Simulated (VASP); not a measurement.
Runs of VASP 6.6.1 on ZrC. The structure is that of space group Fm-3m (No. 225), or close to it. The cells are those of the table. 

| task | cell | k mesh | cutoff (eV) | smearing | gap on the mesh (eV) | pressure (GPa) |
| --- | --- | --- | --- | --- | --- | --- |
| single point | a = 3.282 Å, angles 60.0°, 2 atoms | 16 × 16 × 16 | 520 | gaussian 0.1 eV | none | 0.6 |
| single point | a = 3.282 Å, angles 60.0°, 2 atoms | 16 × 16 × 16 | 520 | gaussian 0.15 eV | none | (a) |
| relaxation of cell and atoms | relaxed from a = 3.324 Å, angles 60.0°, 2 atoms | 8 × 8 × 8 | 600 | gaussian 0.1 eV | none | -0.2 |
| single point | a = 3.284 Å, angles 60.0°, 2 atoms | 8 × 8 × 8 | 600 | gaussian 0.1 eV | none | 0.0 |
| relaxation of cell and atoms | relaxed from a = 3.284 Å, angles 60.0°, 2 atoms | 16 × 16 × 16 | 600 | gaussian 0.1 eV | none | 0.0 |

Alike in all rows: level LDA; potentials or basis VASP PAW LDA potentials, release 64 (Zr_sv, C); no spin polarisation.

**Question.** Fill in the values left out.

**Answer.** (a) 0.7.

Caveats: the relaxation stopped at its first step, so nothing moved (some runs).

A k mesh can miss the band edges, and the runs leave out spin-orbit coupling on Zr.

A gap of «none» marks levels without a gap at the run's occupations.
